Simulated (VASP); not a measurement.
Here is a VASP 6.6.1 calculation.

POSCAR

```
NaH
1.0
    3.9533072915      0.0000000000      0.0000000000
   -1.9766536457      3.4236645434      0.0000000000
    0.0000000000      0.0000000000      4.8283237918
Na H
2 2
Direct
    0.3333333333      0.6666666667      0.2500000000
    0.6666666667      0.3333333333      0.7500000000
    0.6666666667      0.3333333333      0.2500000000
    0.3333333333      0.6666666667      0.7500000000
```

Contents of INCAR.step1:

```
PREC = Accurate
ENCUT = 500
EDIFF = 1E-8
ISMEAR = 0
SIGMA = 0.01
LREAL = F
LASPH = T
NELM = 80
ALGO = Normal
LWAVE = T
LCHARG = F
GGA = PE
```

File INCAR.step2:

```
PREC = Accurate
ENCUT = 500
EDIFF = 1E-8
ISMEAR = 0
SIGMA = 0.01
LREAL = F
LASPH = T
NELM = 1
ALGO = Exact
LWAVE = T
LCHARG = F
GGA = PE
NBANDS = 116
LOPTICS = T
ISTART = 1
```

INCAR.step3

```
PREC = Accurate
ENCUT = 500
EDIFF = 1E-8
ISMEAR = 0
SIGMA = 0.01
LREAL = F
LASPH = T
ALGO = EVGW0
LWAVE = F
LCHARG = F
GGA = PE
NELMGW = 1
NBANDS = 116
ENCUTGW = 80.0
NOMEGA = 96
PRECFOCK = Fast
ISTART = 1
NBANDSGW = 18
OMEGAMAX = 20
```

KPOINTS

```
regular mesh
0
Gamma
  6 6 4
```

Potentials or basis: VASP PAW PBE potentials, release 64 (Na_sv_GW, H_GW).

Launch:

```console
$ cat potpaw_PBE.64/Na_sv_GW/POTCAR potpaw_PBE.64/H_GW/POTCAR > POTCAR
$ cp INCAR.step1 INCAR
$ mpirun -np 1 vasp_std > vasp.out
$ cp INCAR.step2 INCAR
$ mpirun -np 1 vasp_std > vasp.out
$ cp INCAR.step3 INCAR
$ mpirun -np 1 vasp_std > vasp.out
```

(1) Estimate the quasiparticle gap.

(2) Estimate the least direct quasiparticle gap.

(3) Estimate the least direct gap of the starting levels on the mesh.

Results:

(1) 5.31 eV.

(2) 6.27 eV.

(3) 4.24 eV.

Caveat: bands, screening cutoff and mesh are small and nothing is extrapolated, so the quasiparticle values aren't converged.
